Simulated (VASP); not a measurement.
A run of VASP 6.6.1:

The input INCAR:

```
SYSTEM = Sr
  PREC = Accurate
  ENCUT = 520
  EDIFF = 1E-6
  ISMEAR = 0
  SIGMA = 0.03
  LREAL = .False.
  LASPH = .True.
  NELM = 100
  ALGO = Normal
  ISIF = 2
  LWAVE = .False.
  LCHARG = .False.
  GGA = PS
  NBANDS = 11
```

KPOINTS

```
regular mesh
0
Gamma
  10 10 10
  0 0 0
```

Contents of POSCAR:

```
Sr
1.0
    0.0000000000      3.0423500000      2.9662912500
    3.0423500000      0.0000000000      2.9662912500
    3.0423500000      3.0423500000      0.0000000000
Sr
1
Direct
    0.0000000000      0.0000000000      0.0000000000
```

Potentials or basis: VASP PAW PBE potentials, release 64 (Sr_sv).

Run with:

```console
$ cat potpaw_PBE.64/Sr_sv/POTCAR > POTCAR
$ mpirun -np 1 vasp_std > vasp.out
```

Hardware: 1 thread of Intel(R) Xeon(R) 6975P-C (Granite Rapids), with other jobs on the host.

Question: Estimate the wall time of this run.

Answer: Run time: 18 s on 1 thread of Intel(R) Xeon(R) 6975P-C (Granite Rapids) (shared host), peak memory 0.2 GiB. Counts: scf iterations 11, k points 102.
